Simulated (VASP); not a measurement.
A run of VASP 6.6.1 is set up as follows.

Contents of INCAR:

```
SYSTEM = Be
ALGO = Normal ; EDIFF = 1E-8
ENCUT = 600 ; GGA = PE
IBRION = 6 ; ISIF = 3
ISMEAR = -1 ; LASPH = .TRUE.
LCHARG = .FALSE. ; LREAL = .FALSE.
LWAVE = .FALSE. ; NELM = 100
NFREE = 2 ; NSW = 1
POTIM = 0.015 ; PREC = Accurate
SIGMA = 0.15
```

KPOINTS

```
k-points
0
G
  32 32 32
  0 0 0
```

POSCAR

```
Be
1.0
    0.0000000000      1.5800492021      1.5800492021
    1.5800492021      0.0000000000      1.5800492021
    1.5800492021      1.5800492021      0.0000000000
Be
1
Direct
    0.0000000000      0.0000000000      0.0000000000
```

Potentials or basis: VASP PAW PBE potentials, release 64 (Be).

Launch:

```console
$ cat potpaw_PBE.64/Be/POTCAR > POTCAR
$ mpirun -np 1 vasp_std > vasp.out
```

Task: What does it give for the elastic constants C11, C12, C44?

Result: 215, 71, 148 GPa.

Task: Estimate the Voigt bulk modulus.

Result: 119 GPa.

Clamped-ion elastic tensor (GPa):
```
215  71  71   0   0   0
 71 215  71   0   0   0
 71  71 215   0   0   0
  0   0   0 148   0   0
  0   0   0   0 148   0
  0   0   0   0   0 148
```
